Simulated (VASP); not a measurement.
The system is Ca2Al2O.

```
Ca Al O
1.0
     4.69926    0.00000    0.00000
     0.00000    4.69926    0.00000
     0.00000    0.00000    4.21422
Ca Al O
2 2 1
Direct
  0.50000 0.50000 0.50000
  0.00000 0.00000 0.50000
  0.50000 0.00000 0.50000
  0.00000 0.50000 0.50000
  0.00000 0.00000 0.00000
```

The cell was generated, and may not be a known phase.

- Program: VASP 6.6.1
- Task: relaxation of cell and atoms
- Functional: PBE
- Potentials or basis: VASP PAW PBE potentials, release 64 (Ca_sv, Al, O)
- Cutoff: 600 eV
- k mesh: 4 × 4 × 4
- Occupations: gaussian, width 0.1 eV
- Spin: no spin polarisation

At the start: pressure 40.1 GPa; volume 18.61 Å³/atom.

Q: How do energy, volume and symmetry change on relaxing?

A: Over 6 steps the energy falls by 1798.7 meV/atom and the volume is 32.70 Å³/atom (+75.7 %); space group P4/mmm (No. 123, to 0.1 Å) before and after.

Step by step:
```csv
step,energy change (eV),largest force (eV/Å),pressure (GPa),volume (Å³)
1,0.0000,0.0000,40.12,93.06
2,-8.9886,0.0000,-0.56,166.49
3,-8.9904,0.0000,0.00,163.37
4,-8.9922,0.0000,0.24,162.43
5,-8.9922,0.0000,0.22,162.48
6,-8.9935,0.0000,0.04,163.49
```

Final structure:
```yaml
crystal:
  lattice:
    - [6.24189, 0.00000, 0.00000]
    - [0.00000, 6.24189, 0.00000]
    - [0.00000, 0.00000, 4.19610]
  atoms:
    - { symbol: Ca, position: [0.50000, 0.50000, 0.50000] }
    - { symbol: Ca, position: [0.00000, 0.00000, 0.50000] }
    - { symbol: Al, position: [0.50000, 0.00000, 0.50000] }
    - { symbol: Al, position: [0.00000, 0.50000, 0.50000] }
    - { symbol: O, position: [0.00000, 0.00000, 0.00000] }
```

Caveat: the k points lie up to 0.37 Å⁻¹ apart in the final cell; the volume moved by over 15 % at a fixed basis, so the end points are rough.
